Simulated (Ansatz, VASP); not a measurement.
Given: the input of a run of VASP 6.6.1 on AlN.

File INCAR:

```
PREC = Accurate
ENCUT = 520
EDIFF = 1E-6
ISMEAR = 0
SIGMA = 0.028999999999999998
LREAL = False
LASPH = True
NELM = 80
ALGO = Normal
ISIF = 2
LWAVE = False
LCHARG = False
GGA = PE
NBANDS = 11
```

Contents of KPOINTS:

```
regular mesh
0
Gamma
  11 11 11
```

POSCAR

```
AlN
1.0
    0.0000000000      2.0345180000      2.0345180000
    2.0345180000      0.0000000000      2.0345180000
    2.0345180000      2.0345180000      0.0000000000
Al N
1 1
Direct
    0.5000000000      0.5000000000      0.5000000000
    0.0000000000      0.0000000000      0.0000000000
```

Potentials or basis: VASP PAW PBE potentials, release 64 (Al, N).

The run is started by

```sh
$ cat potpaw_PBE.64/Al/POTCAR potpaw_PBE.64/N/POTCAR > POTCAR
$ mpirun -np 1 vasp_std > vasp.out
```

Question: Translate it to Ansatz 0.2.0. Potentials there: Ansatz PAW.

Answer: As run (the cutoff follows the program's own potentials):

input.yaml

```yaml
crystal:
  lattice:
    - [0.0, 2.034518, 2.034518]
    - [2.034518, 0.0, 2.034518]
    - [2.034518, 2.034518, 0.0]
  atoms:
    - { symbol: Al, position: [0.5, 0.5, 0.5] }
    - { symbol: "N", position: [0.0, 0.0, 0.0] }
hamiltonian:
  xc: pbe
  pseudopotentials: { kind: paw }
kpoints:
  mp_grid: { grid: [11, 11, 11] }
scf:
  occupations: { method: gaussian, width: 0.029 }
output:
  forces: true
  stress: true
  eigenvalues: true
```

Potentials or basis: Ansatz PAW.

The run is started by

```console
$ ansatz run input.yaml --threads 2 --pin off --max-ram 5632MiB --backend cpu --events-out ev --progress --plain --runs-dir out
```

Both were run:

|  | VASP | Ansatz | Ansatz less VASP |
| --- | --- | --- | --- |
| gap on the k mesh at the Fermi level (eV) | 4.55 | 4.58 | +0.022 |
| least direct gap on the mesh (eV) | 5.41 | 5.40 | -0.010 |
| pressure (GPa) | 0.0 | 0.3 | +0.28 |

Noted on Ansatz's run: odd divisions of the mesh miss points on the zone boundary, where band edges often lie, so the gap on the mesh can be too wide.
